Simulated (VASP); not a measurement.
# CuO (Tenorite) (Cc) in VASP: further runs, part 2 of 2

VASP 6.6.1.

**3. Single point, LDA (volume scaled by 1.06)**

INCAR reads:

```
SYSTEM = CuO
  ALGO = Normal
  EDIFF = 1E-6
  ENCUT = 520
  ISIF = 2
  ISMEAR = -1
  LASPH = .True.
  LCHARG = .True.
  LELF = .True.
  LREAL = .False.
  LVHAR = .True.
  LWAVE = .False.
  NBANDS = 25
  NELM = 100
  PREC = Accurate
  SIGMA = 0.05
```

KPOINTS reads:

```
k-points
0
Gamma
  10 10 5
  0 0 0
```

POSCAR reads:

```
CuO
1.0
    2.3906352041     -1.7470046099      0.0000000000
    2.3906352041      1.7470046099      0.0000000000
   -0.8774322550      0.0000000000      5.1586662202
Cu O
2 2
Direct
    0.4968000000      0.0032000000      0.5000000000
    0.0032000000      0.4968000000      0.0000000000
    0.4056000000      0.5714000000      0.7537000000
    0.5714000000      0.4056000000      0.2537000000
```

Potentials or basis: VASP PAW LDA potentials, release 64 (Cu, O).

Launch:

```
cat potpaw_LDA.64/Cu/POTCAR potpaw_LDA.64/O/POTCAR > POTCAR
mpirun -np 1 vasp_std > vasp.out
```

OUTCAR:

```text
SYSTEM = CuO
   EDIFF = 1E-6
   ENCUT = 520
   ISIF = 2
   ISMEAR = -1
   LASPH = .True.
   LREAL = .False.
   NELM = 100
   PREC = Accurate

 ion  position               nearest neighbor table
   1  0.497  0.003  0.500-   4 1.94   3 1.97   4 2.02   3 2.06
   2  0.003  0.497  0.000-   3 1.94   4 1.97   3 2.02   4 2.06
   3  0.406  0.571  0.754-   2 1.94   1 1.97   2 2.02   1 2.06
   4  0.571  0.406  0.254-   1 1.94   2 1.97   1 2.02   2 2.06

  LATTYP: Found a base centered monoclinic cell.
 ALAT       =     4.7812704082
 B/A-ratio  =     0.7307700509
 C/A-ratio  =     1.0944277397
 COS(beta)  =    -0.1676807457

  Lattice vectors:

 A1 = (   2.3906352041,  -1.7470046099,   0.0000000000)
 A2 = (   2.3906352041,   1.7470046099,   0.0000000000)
 A3 = (  -0.8774322550,   0.0000000000,   5.1586662202)

Analysis of symmetry for initial positions (statically):
=====================================================================
 Subroutine PRICEL returns:
 Original cell was already a primitive cell.

 Routine SETGRP: Setting up the symmetry group for a
 base centered monoclinic supercell.

 Subroutine GETGRP returns: Found  2 space group operations
 (whereof  1 operations were pure point group operations)
 out of a pool of  4 trial point group operations.

The static configuration has the point symmetry C_1 .
 The point group associated with its full space group is C_1h.

Analysis of symmetry for dynamics (positions and initial velocities):
=====================================================================
 Subroutine PRICEL returns:
 Original cell was already a primitive cell.

 Routine SETGRP: Setting up the symmetry group for a
 base centered monoclinic supercell.

 Subroutine GETGRP returns: Found  2 space group operations
 (whereof  1 operations were pure point group operations)
 out of a pool of  4 trial point group operations.

The dynamic configuration has the point symmetry C_1 .
 The point group associated with its full space group is C_1h.

 Subroutine INISYM returns: Found  2 space group operations
 (whereof  1 operations are pure point group operations),
 and found     1 'primitive' translations

----------------------------------------------------------------------------------------

                                     Primitive cell

  volume of cell :      43.0898

  direct lattice vectors                    reciprocal lattice vectors
     2.390635204 -1.747004610  0.000000000     0.209149434 -0.286204168  0.035574013
     2.390635204  1.747004610  0.000000000     0.209149434  0.286204168  0.035574013
    -0.877432255  0.000000000  5.158666220     0.000000000  0.000000000  0.193848556

  length of vectors
     2.960939342  2.960939342  5.232754966     0.356260890  0.356260890  0.193848556

  position of ions in fractional coordinates (direct lattice)
     0.496800000  0.003200000  0.500000000
     0.003200000  0.496800000  0.000000000
     0.405600000  0.571400000  0.753700000
     0.571400000  0.405600000  0.253700000

  ion indices of the primitive-cell ions
   primitive index   ion index
                 1           1
                 2           2
                 3           3
                 4           4

----------------------------------------------------------------------------------------

 KPOINTS: k-points

Automatic generation of k-mesh.
 Grid dimensions read from file:
 generate k-points for:   10   10    5

 Generating k-lattice:

  Cartesian coordinates                     Fractional coordinates (reciprocal lattice)
     0.020914943 -0.028620417  0.003557401     0.100000000  0.000000000 -0.000000000
     0.020914943  0.028620417  0.003557401     0.000000000  0.100000000 -0.000000000
     0.000000000  0.000000000  0.038769711     0.000000000  0.000000000  0.200000000

  Length of vectors
     0.035626089  0.035626089  0.038769711

  Shift w.r.t. Gamma in fractional coordinates (k-lattice)
     0.000000000  0.000000000  0.000000000

 Subroutine IBZKPT returns following result:
 ===========================================

 Found    141 irreducible k-points:

 Following reciprocal coordinates:
            Coordinates               Weight
  0.000000  0.000000  0.000000      1.000000
  0.100000  0.000000  0.000000      4.000000
  0.200000  0.000000  0.000000      4.000000
  0.300000  0.000000  0.000000      4.000000
  0.400000  0.000000  0.000000      4.000000
  0.500000  0.000000 -0.000000      2.000000
[... 16 lines left out ...]
  0.300000  0.300000  0.000000      2.000000
  0.400000  0.300000 -0.000000      4.000000
 [... further k-points ...]
   k-points           NKPTS =    141   k-points in BZ     NKDIM =    141   number of bands    NBANDS=     25
   number of dos      NEDOS =    301   number of ions     NIONS =      4
   total plane-waves  NPLWV =  23040
   dimension x,y,z NGX =    24 NGY =   24 NGZ =   40
   dimension x,y,z NGXF=    48 NGYF=   48 NGZF=   80
   ions per type =               2   2
   NGX,Y,Z   is equivalent  to a cutoff of  13.48, 13.48, 12.71 a.u.
   NGXF,Y,Z  is equivalent  to a cutoff of  26.95, 26.95, 25.42 a.u.
 SYSTEM =  CuO
   PREC   = accura    normal or accurate (medium, high low for compatibility)
   ISTART =      0    job   : 0-new  1-cont  2-samecut
   ICHARG =      2    charge: 1-file 2-atom 10-const
   ISPIN  =      1    spin polarized calculation?
   LNONCOLLINEAR =      F non collinear calculations
   LSORBIT =      F    spin-orbit coupling
   LASPH  =      T    aspherical Exc in radial PAW
   ENCUT  =  520.0 eV  38.22 Ry    6.18 a.u.   5.51  5.51  9.73*2*pi/ulx,y,z
   NELM   =    100;   NELMIN=  2; NELMDL= -5     # of ELM steps
   EDIFF  = 0.1E-05   stopping-criterion for ELM
   LREAL  =      F    real-space projection
   EDIFFG = 0.1E-04   stopping-criterion for IOM
   NSW    =      0    number of steps for IOM
   IBRION =     -1    ionic relax: 0-MD 1-quasi-New 2-CG
   NFREE  =      0    steps in history (QN), initial steepest desc. (CG)
   ISIF   =      2    stress and relaxation
   ISYM   =      2    0-nonsym 1-usesym 2-fastsym
   POTIM  = 0.5000    time-step for ionic-motion
   TEBEG  =    0.0;   TEEND  =   0.0 temperature during run
   PSTRESS=    0.0 pullay stress
   NELECT =      34.0000    total number of electrons
   NUPDOWN=      -1.0000    fix difference up-down
   EMIN   =  10.00;   EMAX   =-10.00  energy-range for DOS
   EFERMI =   0.00;   METHOD = LEGACY
   ISMEAR =    -1;   SIGMA  =   0.05  broadening in eV -4-tet -1-fermi 0-gaus
   EFERMI_NEDOS =   21; number of points for ismear=-14 and -15
   IALGO  =     38    algorithm
   IMIX   =      4    mixing-type and parameters
     AMIX     =   0.40;   BMIX     =  1.00
     AMIX_MAG =   1.60;   BMIX_MAG =  1.00
  volume/ion in A,a.u.               =      10.77        72.70
  Fermi-wavevector in a.u.,A,eV,Ry     =   1.512782  2.858743 31.137040  2.288508
  Thomas-Fermi vector in A             =   2.622660
   LORBIT       =      0    0 simple, 1 ext, 2 COOP (PROOUT), +10 PAW based schemes
   GGA     = CA    functional components
   LHFCALC =     F    Hartree Fock is set to
   AEXX    =    0.0000 exact exchange contribution
   IVDW    =     0    specifies the selected vdW correction
   LEPSILON=     F    determine dielectric tensor
   LRPA    =     F    only Hartree local field effects (RPA)
 non-spin polarized calculation
  energy-cutoff  :      520.00
  volume of cell :       43.09
 maximum number of plane-waves:      1180
 NGX is ok and might be reduce to    24
   NGX = 11   NGY = 11   NGZ = 19

 number of electron      33.9999988 magnetization

 Free energy of the ion-electron system (eV)
  ---------------------------------------------------
  ext. energy  EPLUGINS =         0.00000000
  ---------------------------------------------------
  free energy    TOTEN  =       -22.90844705 eV

  energy without entropy =      -22.88838288  energy(sigma->0) =      -22.89841496

 E-fermi :   4.5514     XC(G=0): -12.0942

 val. band max:        4.5409876836   @ k =  -0.4000   0.2000   0.4000
 cond. band min:       4.5536820089   @ k =   0.5000   0.2000   0.4000
 fundamental gap:      0.0126943253
 Fermi energy:         4.5514237608

 k-point     1 :       0.0000    0.0000    0.0000
  band No.  band energies     occupation
      1     -14.4947      2.00000
      2     -13.2703      2.00000
      3      -3.0316      2.00000
      4      -0.5825      2.00000
      5      -0.2293      2.00000
      6       1.4530      2.00000
[... 17 lines left out ...]
     24      20.5327      0.00000
     25      20.9251      0.00000
[... 621 lines left out ...]
      3      -1.7718      2.00000
      4      -1.4849      2.00000
      5      -0.5304      2.00000
      6      -0.4082      2.00000
[... 17 lines left out ...]
     24      17.3536      0.00000
     25      18.5294      0.00000

 [... further k-points ...]
[... 5 lines left out ...]
  --------------------------------------------------------------------------------------
  -------------------------------------------------------------------------------------
  Total       -4.8964485     -3.1933079     -5.6590690      0.0000000      0.0000000      0.2550238
  in kB     -182.0610269   -118.7344084   -210.4169812      0.0000000      0.0000000      9.4823613
  external PRESSURE =    -170.4041389 kB  Pullay stress =       0.0000000 kB

 VOLUME and BASIS-vectors are now :
 -----------------------------------------------------------------------------
  energy-cutoff  :      520.00
  volume of cell :       43.09
      direct lattice vectors                 reciprocal lattice vectors
     2.390635204 -1.747004610  0.000000000     0.209149434 -0.286204168  0.035574013
     2.390635204  1.747004610  0.000000000     0.209149434  0.286204168  0.035574013
    -0.877432255  0.000000000  5.158666220     0.000000000  0.000000000  0.193848556

 POSITION                                       TOTAL-FORCE (eV/Angst)
 -----------------------------------------------------------------------------------
      0.75660     -0.86232      2.57933        -0.460511     -0.213023      0.164404
      1.19532      0.86232      0.00000        -0.460511      0.213023      0.164404
      1.67433      0.28965      3.88809         0.460511     -0.621809     -0.164404
      2.11305     -0.28965      1.30875         0.460511      0.621809     -0.164404
 -----------------------------------------------------------------------------------
    total drift:                               -0.000210      0.000000     -0.000681

  FREE ENERGIE OF THE ION-ELECTRON SYSTEM (eV)
  ---------------------------------------------------
  free  energy   TOTEN  =       -22.9084470527 eV

  energy  without entropy=      -22.8883828753  energy(sigma->0) =      -22.89841496
```

OSZICAR:

```text
N       E                     dE             d eps       ncg     rms          rms(c)
DAV:   1     0.290242249087E+03    0.29024E+03   -0.16307E+04  7491   0.215E+03
DAV:   2     0.852146219250E+01   -0.28172E+03   -0.25980E+03  7170   0.390E+02
DAV:   3    -0.276686577622E+02   -0.36190E+02   -0.34098E+02  8909   0.156E+02
DAV:   4    -0.289294447490E+02   -0.12608E+01   -0.12536E+01  8958   0.313E+01
DAV:   5    -0.289511723162E+02   -0.21728E-01   -0.21716E-01  9441   0.360E+00    0.173E+01
DAV:   6    -0.271025313016E+02    0.18486E+01   -0.38352E+01 10100   0.158E+02    0.145E+01
DAV:   7    -0.228676028164E+02    0.42349E+01   -0.11051E+01  8614   0.119E+02    0.254E+00
DAV:   8    -0.229588631207E+02   -0.91260E-01   -0.16690E+00  7648   0.909E+00    0.154E+00
DAV:   9    -0.229112156890E+02    0.47647E-01   -0.60268E-02 10806   0.564E+00    0.383E-01
DAV:  10    -0.229093964144E+02    0.18193E-02   -0.10973E-02  9912   0.129E+00    0.292E-01
DAV:  11    -0.229084531840E+02    0.94323E-03   -0.47573E-03  9946   0.580E-01    0.461E-02
DAV:  12    -0.229084567018E+02   -0.35178E-05   -0.35602E-04  9541   0.228E-01    0.341E-02
DAV:  13    -0.229084483193E+02    0.83824E-05   -0.20170E-05 10109   0.863E-02    0.881E-03
DAV:  14    -0.229084471185E+02    0.12008E-05   -0.46119E-06  8137   0.228E-02    0.300E-03
DAV:  15    -0.229084470527E+02    0.65783E-07   -0.47992E-07  3972   0.107E-02
   1 F= -.22908447E+02 E0= -.22898415E+02  d E =-.200642E-01
```

Run time: 75 s. Hardware: 1 thread of AMD EPYC 9R45 (Zen 5), shared host; peak memory 0.2 GiB.

Results:

- Free energy: -22.9084 eV
- Pressure: -17.0 GPa
- Largest force: 0.791 eV/Å
- Band gap on the k mesh: zero (band 17 reaches 4.84 eV, above the bottom of band 18 at 4.23 eV)

Forces in eV/Å, atoms in the order of the input:
```
Cu  -0.461 -0.213  0.164
Cu  -0.461  0.213  0.164
O    0.461 -0.622 -0.164
O    0.461  0.622 -0.164
```

Stress tensor (GPa, compression positive):
```
-18.21   0.00   0.95
  0.00 -11.87   0.00
  0.95   0.00 -21.04
```

Caveat: semilocal functionals often make such compounds metallic where correlation or magnetic order opens a gap, which also shifts bond lengths.

**4. Single point, PBEsol (volume scaled by 1.06)**

INCAR reads:

```
SYSTEM = CuO
PREC = Accurate ; ENCUT = 520
EDIFF = 1E-7 ; ISMEAR = -1
SIGMA = 0.05 ; LREAL = .False.
LASPH = .True. ; NELM = 100
ALGO = Normal ; ISIF = 2
LWAVE = .False. ; LCHARG = .True.
GGA = PS ; LELF = .True.
LVHAR = .True. ; NBANDS = 25
```

KPOINTS reads:

```
Automatic mesh
0
Gamma
  10 10 5
  0 0 0
```

POSCAR is that of step 3.

Potentials or basis: VASP PAW PBE potentials, release 64 (Cu, O).

Launch:

```
cat potpaw_PBE.64/Cu/POTCAR potpaw_PBE.64/O/POTCAR > POTCAR
mpirun -np 1 vasp_std > vasp.out
```

Wall time 83 s (1 thread of AMD EPYC 9R45 (Zen 5), shared host); peak memory 0.22 GiB.

The run converged. Its results:

```
Free energy            : -21.2054 eV
Pressure               : -10.9 GPa
Largest force          : 0.739 eV/Å
Band gap on the k mesh : zero (band 17 reaches 5.02 eV, above the bottom of band 18 at 4.42 eV)
```

Forces on the atoms (eV/Å):
```
Cu  -0.491 -0.240  0.180
Cu  -0.491  0.240  0.180
O    0.491 -0.522 -0.180
O    0.491  0.522 -0.180
```

Stress tensor (GPa, compression positive):
```
-11.70   0.00   0.20
  0.00  -7.03   0.00
  0.20   0.00 -14.02
```

Levels at points of the mesh, in eV from the Fermi level:
```
           k point  band 15  band 16  band 17  band 18  band 19  band 20
(0.00, 0.00, 0.00)    -1.95    -1.50     0.22     0.87     1.47     5.86
(0.50, 0.00, 0.00)    -1.34    -1.27    -0.03     0.29     4.82     5.98
(0.50, 0.50, 0.00)    -1.63    -1.11    -0.58     1.01     3.43     6.75
```

Caveat: the PAW data sets were made with another functional, which shifts forces and pressure a little; semilocal functionals often make such compounds metallic where correlation or magnetic order opens a gap, which also shifts bond lengths.

**5. Overview**

```tsv
level	potentials or basis	cell	gap on the mesh (eV)	pressure (GPa)	largest force (eV/Å)
PBEsol	VASP PAW PBE potentials, release 64 (Cu, O)	a = 2.942, b = 2.942, c = 5.200 Å, angles 97.8, 97.8, 72.3°, 4 atoms	none	-8.3	0.74
LDA	VASP PAW LDA potentials, release 64 (Cu, O)	a = 2.961, b = 2.961, c = 5.233 Å, angles 97.8, 97.8, 72.3°, 4 atoms	none	-17.0	0.79
PBEsol	VASP PAW PBE potentials, release 64 (Cu, O)	a = 2.961, b = 2.961, c = 5.233 Å, angles 97.8, 97.8, 72.3°, 4 atoms	none	-10.9	0.74
```

Alike in all rows: task single point; no spin polarisation; k mesh 10 × 10 × 5; cutoff (eV) 520; smearing fermi-dirac 0.05 eV.

Caveats: semilocal functionals often make such compounds metallic where correlation or magnetic order opens a gap, which also shifts bond lengths; the PAW data sets were made with another functional, which shifts forces and pressure a little (some runs).

Total energies depend on the potentials used, so only differences within one code and one set of settings carry meaning.
